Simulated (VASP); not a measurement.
Rb: single point with PBE

System: Rb.

```xyz
20
Lattice="12.3646 0.0529 0.3054 0.0529 12.8415 0.3546 0.3054 0.3546 12.8215" Properties=species:S:1:pos:R:3 pbc="T T T"
Rb   10.6824    4.0858   11.8627
Rb    5.6611    8.5427   11.2193
Rb    5.4312    2.0136    4.9666
Rb    4.3233   10.6981    2.5562
Rb    1.1928    4.5446    5.8709
Rb    8.3240    1.4366    8.3178
Rb    6.5303    4.2507    1.0700
Rb    3.5594    9.7954    7.8180
Rb    9.2155    7.7476    1.4810
Rb   10.6969    2.3480    2.8997
Rb    4.9630    5.3031    8.7462
Rb    8.5234   12.9563   12.7924
Rb    0.6000    0.3268    8.3927
Rb    0.6392   12.1434    4.4527
Rb    4.4344    0.4628   10.8898
Rb    0.6447    7.3067   10.6507
Rb   10.0276    9.7164    8.0108
Rb    2.1714    5.0431    0.9536
Rb    8.7821    5.9695    5.1038
Rb    0.0824   11.2839    0.3721
```

- Program: VASP 6.6.1
- Task: single point
- Functional: PBE
- Potentials or basis: VASP PAW PBE potentials, release 64 (Rb_sv)
- Cutoff: 520 eV
- k mesh: 2 × 2 × 2
- Occupations: fermi-dirac, width 0.056 eV
- Spin: no spin polarisation

```
Pressure               : 0.1 GPa
Largest force          : 0.322 eV/Å
Band gap on the k mesh : zero (bands 90 and 91 overlap by 0.61 eV)
```

Forces on the atoms (eV/Å):
```
Rb   0.006 -0.072 -0.305
Rb   0.161  0.127  0.218
Rb  -0.096 -0.081 -0.038
Rb   0.153 -0.125  0.053
Rb  -0.033  0.068  0.023
Rb   0.065  0.081 -0.139
Rb  -0.126 -0.092 -0.036
Rb  -0.007  0.047 -0.245
Rb   0.090  0.225 -0.121
Rb  -0.123  0.058  0.159
Rb   0.030 -0.217 -0.054
Rb   0.007 -0.156  0.146
Rb  -0.028  0.146  0.081
Rb   0.046 -0.105  0.194
Rb  -0.105  0.152 -0.025
Rb   0.022  0.237 -0.216
Rb  -0.081 -0.050  0.015
Rb   0.031 -0.086  0.190
Rb  -0.062 -0.061  0.274
Rb   0.049 -0.096 -0.175
```

Stress tensor (GPa, compression positive):
```
 0.13 -0.03  0.10
-0.03  0.01 -0.10
 0.10 -0.10  0.23
```

Levels at points of the mesh, in eV from the Fermi level:
```csv
k point,band 87,band 88,band 89,band 90,band 91,band 92,band 93,band 94
"(0.00, 0.00, 0.00)",-0.57,-0.03,0.05,0.08,0.11,0.15,0.16,0.23
"(0.50, 0.00, 0.00)",-0.53,-0.49,-0.32,-0.29,0.18,0.24,0.33,0.39
"(0.00, 0.50, 0.00)",-0.47,-0.46,-0.35,-0.24,0.20,0.30,0.32,0.37
"(0.50, 0.50, 0.00)",-0.31,-0.31,-0.28,-0.25,-0.05,-0.04,0.49,0.50
"(0.00, 0.00, 0.50)",-0.41,-0.38,-0.32,-0.28,0.25,0.29,0.29,0.35
"(0.50, 0.00, 0.50)",-0.36,-0.33,-0.25,-0.18,-0.10,0.00,0.49,0.54
"(0.00, 0.50, 0.50)",-0.32,-0.31,-0.22,-0.15,-0.08,0.09,0.35,0.49
"(0.50, 0.50, 0.50)",-0.82,-0.72,0.49,0.52,0.58,0.61,0.63,0.67
```

Run time: 11 min on 4 MPI ranks on Intel(R) Xeon(R) Platinum 8259CL CPU @ 2.50GHz (Skylake/Cascade Lake) (shared host), peak memory 1.2 GiB a rank.

Caveat: the atoms stand as in a frame of molecular dynamics.
